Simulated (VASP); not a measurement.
ZrC, 2 atoms in the cell. Symmetry: P-6m2, No. 187, hexagonal system. Conventional cell: a = 3.356 Å, b = 3.356 Å, c = 2.983 Å, α = 90.00°, β = 90.00°, γ = 120.00°. Zr (site symmetry -6m2) has 6 C at 2.45 Å and 2 Zr at 2.98 Å within 3.2 Å. Within 3.2 Å of C (site symmetry -6m2) lie 6 Zr at 2.45 Å and 2 C at 2.98 Å.  This cell differs from its parent crystal: volume scaled by 1.070.

* Program: VASP 6.6.1
* Task: single point
* Functional: r2SCAN
* Potentials or basis: VASP PAW PBE potentials, release 64 (Zr_sv, C)
* Cutoff: 520 eV
* k mesh: 12 × 12 × 12
* Occupations: gaussian, width 0.05 eV
* Spin: no spin polarisation
* Dipole correction: no
* Further INCAR settings: ALGO = Normal; EDIFF = 1e-06; NBANDS = 15

Potentials or basis: VASP PAW PBE potentials, release 64 (Zr_sv, C).

The run is started by

```console
$ cat potpaw_PBE.64/Zr_sv/POTCAR potpaw_PBE.64/C/POTCAR > POTCAR
$ cp INCAR.step1 INCAR
$ mpirun -np 1 vasp_std > vasp.out
$ cp INCAR.step2 INCAR
$ mpirun -np 1 vasp_std > vasp.out
```

Hardware: 1 thread of Intel Xeon 6975P-C, with other jobs on the host.

Task: How long does it take, and how much memory?

Result: Run time: 2.5 min on 1 thread of Intel Xeon 6975P-C, on a shared host, peak memory 0.2 GiB. Counts: k points 133.
